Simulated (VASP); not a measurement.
Set up this calculation in VASP 6.6.1, as the native input.

```
Task                   : relaxation of shape and atoms at fixed volume
Functional             : PBE
Potentials or basis    : VASP PAW PBE potentials, release 64 (B)
Cutoff                 : 600 eV
k mesh                 : 12 × 12 × 16
Occupations            : fermi-dirac, width 0.05 eV
Spin                   : no spin polarisation
Dipole correction      : no
Further INCAR settings : ALGO = Normal; EDIFF = 1e-06; IBRION = 2; EDIFFG = -0.005; NSW = 50; ISIF = 4
```

The structure of B lies in POSCAR:

```
B
1.0
    2.2713135370      0.0000000000      0.0000000000
   -1.1356567685      1.9670152230      0.0000000000
    0.0000000000      0.0000000000      2.2454631681
B
3
Direct
    0.0000000000      0.0000000000      0.0000000000
    0.3333333333      0.6666666667      0.5000000000
    0.6666666667      0.3333333333      0.5000000000
```

One way to write it, as run:

INCAR

```
SYSTEM = B
PREC = Accurate
ENCUT = 600
EDIFF = 1E-6
ISMEAR = -1
SIGMA = 0.05
LREAL = .False.
LASPH = .True.
NELM = 100
ALGO = Normal
ISIF = 4
LWAVE = .False.
LCHARG = .False.
GGA = PE
IBRION = 2
NSW = 50
EDIFFG = -0.005
```

KPOINTS

```
regular mesh
0
Gamma
  12 12 16
  0 0 0
```

Potentials or basis: VASP PAW PBE potentials, release 64 (B).

Command:

```console
$ cat potpaw_PBE.64/B/POTCAR > POTCAR
$ mpirun -np 1 vasp_std > vasp.out
```

It gave:

```
Energy gained by relaxing : 314.9 meV/atom
Ionic steps               : 17
Pressure after relaxing   : 436.4 GPa
```

Run time: 50 s on 1 thread of Intel Xeon 6975P-C (shared host), peak memory 0.12 GiB.
